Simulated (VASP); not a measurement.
A run of VASP 6.6.1 is set up as follows.

The input INCAR:

```
ALGO = Normal
EDIFF = 1E-6
ENCUT = 520
GGA = PE
ISIF = 2
ISMEAR = 0
LASPH = True
LCHARG = False
LREAL = False
LWAVE = False
NBANDS = 24
NELM = 100
PREC = Accurate
SIGMA = 0.02
```

Contents of KPOINTS:

```
k-points
0
Gamma
  6 6 6
```

Contents of POSCAR:

```
Li3IF2
1.0
    5.6886819437      0.0000000000      0.0000000000
   -2.8443409719      4.9265430773      0.0000000000
    0.0000000000      0.0000000000      4.2247446706
Li I F
3 1 2
Direct
    0.6256985017      0.6256985017      0.0000000000
    0.0000000000      0.3743014983      0.0000000000
    0.3743014983      0.0000000000      0.0000000000
    0.0000000000      0.0000000000      0.5000000000
    0.6666666667      0.3333333333      0.0000000000
    0.3333333333      0.6666666667      0.0000000000
```

Potentials or basis: VASP PAW PBE potentials, release 64 (Li_sv, I, F).

The run is started by

```console
$ cat potpaw_PBE.64/Li_sv/POTCAR potpaw_PBE.64/I/POTCAR potpaw_PBE.64/F/POTCAR > POTCAR
$ mpirun -np 1 vasp_std > vasp.out
```

(1) Predict the largest force.

(2) What does it give for the band gap on the k mesh?

Results:

(1) 0.026 eV/Å.

(2) 4.49 eV, direct.

Caveat: spin-orbit coupling is left out, which moves the levels of the heavy elements.
